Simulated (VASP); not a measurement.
# ZnS (Pmm2) in VASP: further runs

The runs below take ZnS through single point, with PBEsol.

Everything below comes from runs of VASP 6.6.1. Logs are shortened: lines on timing, memory, paths and dates and some standing lists are left out, and cuts for length are marked.

### 1 The cell of the first run

Symmetry: Pmm2, No. 25, orthorhombic system. Conventional cell: a = 3.825 Å, b = 3.825 Å, c = 15.319 Å, α = 90.00°, β = 90.00°, γ = 90.00°. Zn (site symmetry mm2) has 2 S at 2.34 Å within 3.1 Å. Within 3.1 Å of Zn (site symmetry mm2) lie 4 S at 2.34 Å. Within 3.1 Å of Zn (site symmetry mm2) lie 4 S at 2.34 Å. Within 3.1 Å of Zn (site symmetry mm2) lie 4 S at 2.34 Å. S (site symmetry mm2) has 4 Zn at 2.34 Å within 3.1 Å. S (site symmetry mm2) has 4 Zn at 2.34 Å within 3.1 Å. S (site symmetry mm2) has 4 Zn at 2.34 Å within 3.1 Å. S (site symmetry mm2) has 2 Zn at 2.34 Å within 3.1 Å.

### 2 Single point, PBEsol (the distance across one plane changed)

INCAR reads:

```
SYSTEM = ZnS
  PREC = Accurate
  ENCUT = 520
  EDIFF = 1E-6
  ISMEAR = 0
  SIGMA = 0.05
  LREAL = .FALSE.
  LASPH = .TRUE.
  NELM = 60
  ALGO = Normal
  ISIF = 2
  LWAVE = .FALSE.
  LCHARG = .FALSE.
  GGA = PS
  NBANDS = 46
```

KPOINTS reads:

```
regular mesh
0
G
  7 7 3
  0 0 0
```

POSCAR reads:

```
ZnS
1.0
   -2.7046500000     -2.7046500000      0.0000000000
    2.7046500000     -2.7046500000      0.0000000000
    0.0000000000      0.0000000000     15.3186000000
Zn S
4 4
Direct
    0.0000000000      0.0000000000      0.6620995065
    0.5000000000      0.5000000000      0.1324199013
    0.0000000000      0.0000000000      0.3089797697
    0.5000000000      0.5000000000      0.4855396381
    0.5000000000      0.0000000000      0.2206998355
    0.0000000000      0.5000000000      0.3972597039
    0.5000000000      0.0000000000      0.5738195723
    0.0000000000      0.5000000000      0.0441399671
```

Potentials or basis: VASP PAW PBE potentials, release 64 (Zn, S).

On the command line:

```console
> cat potpaw_PBE.64/Zn/POTCAR potpaw_PBE.64/S/POTCAR > POTCAR
> mpirun -np 1 vasp_std > vasp.out
```

OUTCAR:

```text
SYSTEM = ZnS
   PREC = Accurate
   ENCUT = 520
   EDIFF = 1E-6
   ISMEAR = 0
   LREAL = .FALSE.
   LASPH = .TRUE.
   NELM = 60
   ISIF = 2
   GGA = PS

 ion  position               nearest neighbor table
   1  0.000  0.000  0.662-   7 2.34   7 2.34
   2  0.500  0.500  0.132-   8 2.34   8 2.34   5 2.34   5 2.34
   3  0.000  0.000  0.309-   6 2.34   6 2.34   5 2.34   5 2.34
   4  0.500  0.500  0.486-   6 2.34   7 2.34   7 2.34   6 2.34
   5  0.500  0.000  0.221-   2 2.34   3 2.34   2 2.34   3 2.34
   6  0.000  0.500  0.397-   3 2.34   3 2.34   4 2.34   4 2.34
   7  0.500  0.000  0.574-   1 2.34   1 2.34   4 2.34   4 2.34
   8  0.000  0.500  0.044-   2 2.34   2 2.34

  LATTYP: Found a simple tetragonal cell.
 ALAT       =     3.8249527115
 C/A-ratio  =     4.0049122579

  Lattice vectors:

 A1 = (  -2.7046500000,  -2.7046500000,   0.0000000000)
 A2 = (   2.7046500000,  -2.7046500000,   0.0000000000)
 A3 = (   0.0000000000,   0.0000000000,  15.3186000000)

Analysis of symmetry for initial positions (statically):
=====================================================================
 Subroutine PRICEL returns:
 Original cell was already a primitive cell.

 Routine SETGRP: Setting up the symmetry group for a
 simple tetragonal supercell.

 Subroutine GETGRP returns: Found  4 space group operations
 (whereof  4 operations were pure point group operations)
 out of a pool of 16 trial point group operations.

The static configuration has the point symmetry C_2v.

Analysis of symmetry for dynamics (positions and initial velocities):
=====================================================================
 Subroutine PRICEL returns:
 Original cell was already a primitive cell.

 Routine SETGRP: Setting up the symmetry group for a
 simple tetragonal supercell.

 Subroutine GETGRP returns: Found  4 space group operations
 (whereof  4 operations were pure point group operations)
 out of a pool of 16 trial point group operations.

The dynamic configuration has the point symmetry C_2v.

 Subroutine INISYM returns: Found  4 space group operations
 (whereof  4 operations are pure point group operations),
 and found     1 'primitive' translations

----------------------------------------------------------------------------------------

                                     Primitive cell

  volume of cell :     224.1152

  direct lattice vectors                    reciprocal lattice vectors
    -2.704650000 -2.704650000  0.000000000    -0.184866803 -0.184866803  0.000000000
     2.704650000 -2.704650000  0.000000000     0.184866803 -0.184866803  0.000000000
     0.000000000  0.000000000 15.318600000     0.000000000  0.000000000  0.065280117

  length of vectors
     3.824952711  3.824952711 15.318600000     0.261441141  0.261441141  0.065280117

  position of ions in fractional coordinates (direct lattice)
     0.000000000  0.000000000  0.662099506
     0.500000000  0.500000000  0.132419901
     0.000000000  0.000000000  0.308979770
     0.500000000  0.500000000  0.485539638
     0.500000000  0.000000000  0.220699835
     0.000000000  0.500000000  0.397259704
     0.500000000  0.000000000  0.573819572
     0.000000000  0.500000000  0.044139967

  ion indices of the primitive-cell ions
   primitive index   ion index
                 1           1
                 2           2
                 3           3
                 4           4
                 5           5
                 6           6
                 7           7
                 8           8

----------------------------------------------------------------------------------------

 KPOINTS: regular mesh

Automatic generation of k-mesh.
 Grid dimensions read from file:
 generate k-points for:    7    7    3

 Generating k-lattice:

  Cartesian coordinates                     Fractional coordinates (reciprocal lattice)
    -0.026409543 -0.026409543  0.000000000     0.142857143  0.000000000  0.000000000
     0.026409543 -0.026409543  0.000000000     0.000000000  0.142857143  0.000000000
     0.000000000  0.000000000  0.021760039     0.000000000  0.000000000  0.333333333

  Length of vectors
     0.037348734  0.037348734  0.021760039

  Shift w.r.t. Gamma in fractional coordinates (k-lattice)
     0.000000000  0.000000000  0.000000000

 Subroutine IBZKPT returns following result:
 ===========================================

 Found     32 irreducible k-points:

 Following reciprocal coordinates:
            Coordinates               Weight
  0.000000  0.000000  0.000000      1.000000
  0.142857  0.000000  0.000000      2.000000
  0.000000  0.142857  0.000000      2.000000
  0.285714  0.000000  0.000000      2.000000
  0.000000  0.285714  0.000000      2.000000
  0.428571  0.000000  0.000000      2.000000
[... 16 lines left out ...]
  0.000000  0.428571  0.333333      4.000000
  0.142857  0.142857  0.333333      8.000000
 [... further k-points ...]
   k-points           NKPTS =     32   k-points in BZ     NKDIM =     32   number of bands    NBANDS=     46
   number of dos      NEDOS =    301   number of ions     NIONS =      8
   total plane-waves  NPLWV =  94080
   dimension x,y,z NGX =    28 NGY =   28 NGZ =  120
   dimension x,y,z NGXF=    56 NGYF=   56 NGZF=  240
   ions per type =               4   4
   NGX,Y,Z   is equivalent  to a cutoff of  12.17, 12.17, 13.02 a.u.
   NGXF,Y,Z  is equivalent  to a cutoff of  24.34, 24.34, 26.05 a.u.
 SYSTEM =  ZnS
   PREC   = accura    normal or accurate (medium, high low for compatibility)
   ISTART =      0    job   : 0-new  1-cont  2-samecut
   ICHARG =      2    charge: 1-file 2-atom 10-const
   ISPIN  =      1    spin polarized calculation?
   LNONCOLLINEAR =      F non collinear calculations
   LSORBIT =      F    spin-orbit coupling
   LASPH  =      T    aspherical Exc in radial PAW
   ENCUT  =  520.0 eV  38.22 Ry    6.18 a.u.   7.11  7.11 28.48*2*pi/ulx,y,z
   NELM   =     60;   NELMIN=  2; NELMDL= -5     # of ELM steps
   EDIFF  = 0.1E-05   stopping-criterion for ELM
   LREAL  =      F    real-space projection
   EDIFFG = 0.1E-04   stopping-criterion for IOM
   NSW    =      0    number of steps for IOM
   IBRION =     -1    ionic relax: 0-MD 1-quasi-New 2-CG
   NFREE  =      0    steps in history (QN), initial steepest desc. (CG)
   ISIF   =      2    stress and relaxation
   ISYM   =      2    0-nonsym 1-usesym 2-fastsym
   POTIM  = 0.5000    time-step for ionic-motion
   TEBEG  =    0.0;   TEEND  =   0.0 temperature during run
   PSTRESS=    0.0 pullay stress
   NELECT =      72.0000    total number of electrons
   NUPDOWN=      -1.0000    fix difference up-down
   EMIN   =  10.00;   EMAX   =-10.00  energy-range for DOS
   EFERMI =   0.00;   METHOD = LEGACY
   ISMEAR =     0;   SIGMA  =   0.05  broadening in eV -4-tet -1-fermi 0-gaus
   EFERMI_NEDOS =   21; number of points for ismear=-14 and -15
   IALGO  =     38    algorithm
   IMIX   =      4    mixing-type and parameters
     AMIX     =   0.40;   BMIX     =  1.00
     AMIX_MAG =   1.60;   BMIX_MAG =  1.00
  volume/ion in A,a.u.               =      28.01       189.05
  Fermi-wavevector in a.u.,A,eV,Ry     =   1.121231  2.118820 17.104699  1.257160
  Thomas-Fermi vector in A             =   2.257883
   LORBIT       =      0    0 simple, 1 ext, 2 COOP (PROOUT), +10 PAW based schemes
   GGA     = PS    functional components
   LHFCALC =     F    Hartree Fock is set to
   AEXX    =    0.0000 exact exchange contribution
   IVDW    =     0    specifies the selected vdW correction
   LEPSILON=     F    determine dielectric tensor
   LRPA    =     F    only Hartree local field effects (RPA)
 non-spin polarized calculation
 Gauss-broadening in eV      SIGMA  =   0.05
  energy-cutoff  :      520.00
  volume of cell :      224.12
 maximum number of plane-waves:      6057
   NGX = 15   NGY = 15   NGZ = 57

 number of electron      71.9999939 magnetization

 Free energy of the ion-electron system (eV)
  ---------------------------------------------------
  ext. energy  EPLUGINS =         0.00000000
  ---------------------------------------------------
  free energy    TOTEN  =       -26.40111513 eV

  energy without entropy =      -26.39537510  energy(sigma->0) =      -26.39824511

 E-fermi :   0.2669     XC(G=0):  -7.8046

 val. band max:        0.2342368143   @ k =   0.2857   0.1429   0.0000
 cond. band min:       0.2770045296   @ k =   0.0000   0.2857   0.3333
 fundamental gap:      0.0427677153
 Fermi energy:         0.2668995988

 k-point     1 :       0.0000    0.0000    0.0000
  band No.  band energies     occupation
      1     -13.9599      2.00000
      2     -13.1377      2.00000
      3     -12.3648      2.00000
      4     -10.9559      2.00000
      5      -7.5077      2.00000
      6      -7.4044      2.00000
[... 38 lines left out ...]
     45       5.5927      0.00000
     46       5.8610      0.00000

 k-point     2 :       0.1429    0.0000    0.0000
  band No.  band energies     occupation
      1     -13.8824      2.00000
      2     -13.0763      2.00000
      3     -12.3149      2.00000
      4     -10.9053      2.00000
      5      -7.4609      2.00000
      6      -7.4007      2.00000
[... 38 lines left out ...]
     45       5.6585      0.00000
     46       5.9211      0.00000

 k-point     3 :       0.0000    0.1429    0.0000
  band No.  band energies     occupation
      1     -13.8824      2.00000
      2     -13.0778      2.00000
      3     -12.3174      2.00000
      4     -10.9297      2.00000
      5      -7.4719      2.00000
      6      -7.4010      2.00000
[... 38 lines left out ...]
     45       5.9982      0.00000
     46       6.1088      0.00000

 k-point     4 :       0.2857    0.0000    0.0000
  band No.  band energies     occupation
      1     -13.6935      2.00000
      2     -12.9333      2.00000
      3     -12.2002      2.00000
      4     -10.7881      2.00000
      5      -7.3944      2.00000
      6      -7.3394      2.00000
[... 920 lines left out ...]
     45       6.3141      0.00000
     46       6.3943      0.00000

 k-point    23 :       0.0000    0.4286    0.3333
  band No.  band energies     occupation
      1     -13.5210      2.00000
      2     -12.8252      2.00000
      3     -12.1170      2.00000
      4     -10.8302      2.00000
      5      -7.3884      2.00000
      6      -7.3638      2.00000
[... 38 lines left out ...]
     45       6.4138      0.00000
     46       6.5985      0.00000

 k-point    24 :       0.1429    0.1429    0.3333
  band No.  band energies     occupation
      1     -13.8077      2.00000
      2     -13.0172      2.00000
      3     -12.2662      2.00000
      4     -10.8773      2.00000
      5      -7.4260      2.00000
      6      -7.3964      2.00000
[... 38 lines left out ...]
     45       5.6864      0.00000
     46       6.2619      0.00000

 [... further k-points ...]
[... 5 lines left out ...]
  --------------------------------------------------------------------------------------
  -------------------------------------------------------------------------------------
  Total       -3.0561266     -3.0561266     -2.0103454     -0.2664418      0.0000000      0.0000000
  in kB      -21.8479506    -21.8479506    -14.3717627     -1.9047663      0.0000000      0.0000000
  external PRESSURE =     -19.3558880 kB  Pullay stress =       0.0000000 kB

 VOLUME and BASIS-vectors are now :
 -----------------------------------------------------------------------------
  energy-cutoff  :      520.00
  volume of cell :      224.12
      direct lattice vectors                 reciprocal lattice vectors
    -2.704650000 -2.704650000  0.000000000    -0.184866803 -0.184866803  0.000000000
     2.704650000 -2.704650000  0.000000000     0.184866803 -0.184866803  0.000000000
     0.000000000  0.000000000 15.318600000     0.000000000  0.000000000  0.065280117

 POSITION                                       TOTAL-FORCE (eV/Angst)
 -----------------------------------------------------------------------------------
      0.00000      0.00000     10.14244        -0.000000     -0.000000     -0.225591
      0.00000     -2.70465      2.02849        -0.000000     -0.000000     -0.705531
      0.00000      0.00000      4.73314        -0.000000     -0.000000     -0.539473
      0.00000     -2.70465      7.43779         0.000000      0.000000     -0.563631
     -1.35232     -1.35232      3.38081        -0.000000     -0.000000      0.603766
      1.35232     -1.35232      6.08546        -0.000000     -0.000000      0.468394
     -1.35232     -1.35232      8.79011        -0.000000     -0.000000      0.425838
      1.35232     -1.35232      0.67616        -0.000000     -0.000000      0.536228
 -----------------------------------------------------------------------------------
    total drift:                                0.000000     -0.000000     -0.001139

  FREE ENERGIE OF THE ION-ELECTRON SYSTEM (eV)
  ---------------------------------------------------
  free  energy   TOTEN  =       -26.4011151326 eV

  energy  without entropy=      -26.3953750960  energy(sigma->0) =      -26.39824511
```

Wall time 4.4 min (1 thread of Intel Xeon Platinum 8488C (Sapphire Rapids), shared host); peak memory 0.43 GiB.

Results:

- Free energy: -26.4011 eV
- Pressure: -1.9 GPa
- Largest force: 0.706 eV/Å
- Band gap on the k mesh: 0.04 eV (least direct gap 0.11 eV)

Forces on the atoms (eV/Å):
```
Zn   0.000  0.000 -0.226
Zn   0.000  0.000 -0.706
Zn   0.000  0.000 -0.539
Zn   0.000  0.000 -0.564
S    0.000  0.000  0.604
S    0.000  0.000  0.468
S    0.000  0.000  0.426
S    0.000  0.000  0.536
```

Levels at points of the mesh, in eV from the valence-band top:
```tsv
k point	band 34	band 35	band 36	band 37	band 38	band 39
(0.00, 0.00, 0.00)	-0.77	-0.09	-0.01	0.38	2.22	2.60
```

Caveat: the cell differs from its parent crystal (the distance across one plane changed); the PAW data sets were made with another functional, which shifts forces and pressure a little; an odd mesh through Γ misses points on the zone boundary, where band edges can lie.

### 3 Single point, PBEsol (the distance across one plane changed)

INCAR reads:

```
SYSTEM = ZnS
PREC     = Accurate       ! precision mode
ENCUT    = 520            ! plane-wave cutoff, eV
EDIFF    = 1E-6           ! SCF threshold, eV
ISMEAR   = 0              ! smearing method
SIGMA    = 0.05           ! smearing width, eV
LREAL    = .False.        ! projectors in reciprocal space
LASPH    = .True.         ! aspherical terms in the spheres
NELM     = 60             ! most SCF steps
ALGO     = Normal         ! electronic algorithm
ISIF     = 2              ! what is computed and relaxed
LWAVE    = .False.        ! write WAVECAR
LCHARG   = .False.        ! write CHGCAR
GGA      = PS             ! functional
NBANDS   = 46             ! bands
```

KPOINTS reads:

```
regular mesh
0
Gamma
  7 7 3
  0 0 0
```

POSCAR reads:

```
ZnS
1.0
   -2.7046500000     -2.7046500000      0.0000000000
    2.7046500000     -2.7046500000      0.0000000000
    0.0000000000      0.0000000000     11.3186000000
Zn S
4 4
Direct
    0.0000000000      0.0000000000      0.8960858675
    0.5000000000      0.5000000000      0.1792171735
    0.0000000000      0.0000000000      0.4181734048
    0.5000000000      0.5000000000      0.6571296362
    0.5000000000      0.0000000000      0.2986952892
    0.0000000000      0.5000000000      0.5376515205
    0.5000000000      0.0000000000      0.7766077518
    0.0000000000      0.5000000000      0.0597390578
```

Potentials or basis: VASP PAW PBE potentials, release 64 (Zn, S).

On the command line:

```console
> cat potpaw_PBE.64/Zn/POTCAR potpaw_PBE.64/S/POTCAR > POTCAR
> mpirun -np 1 vasp_std > vasp.out
```

It took 1.7 min on 1 thread of Intel Xeon Platinum 8559C (Emerald Rapids), shared host; peak memory 0.34 GiB.

Results (log left out):

| Item | Value |
| --- | --- |
| Free energy | -29.7233 eV |
| Pressure | -4.0 GPa |
| Largest force | 1.486 eV/Å |
| Band gap on the k mesh | 1.32 eV |

Forces on the atoms (eV/Å):
```
Zn   0.000  0.000  1.447
Zn   0.000  0.000 -0.396
Zn   0.000  0.000 -0.215
Zn   0.000  0.000 -0.219
S    0.000  0.000  0.213
S    0.000  0.000  0.220
S    0.000  0.000  0.436
S    0.000  0.000 -1.486
```

Stress tensor (GPa, compression positive):
```
-3.01  0.12  0.00
 0.12 -3.01  0.00
 0.00  0.00 -5.85
```

Levels at points of the mesh, in eV from the valence-band top:
```csv
k point,band 34,band 35,band 36,band 37,band 38,band 39
"(0.00, 0.00, 0.00)",-0.41,-0.21,0.00,1.32,3.01,3.59
```

Caveat: the cell differs from its parent crystal (the distance across one plane changed); the cell stands under tension; the PAW data sets were made with another functional, which shifts forces and pressure a little.
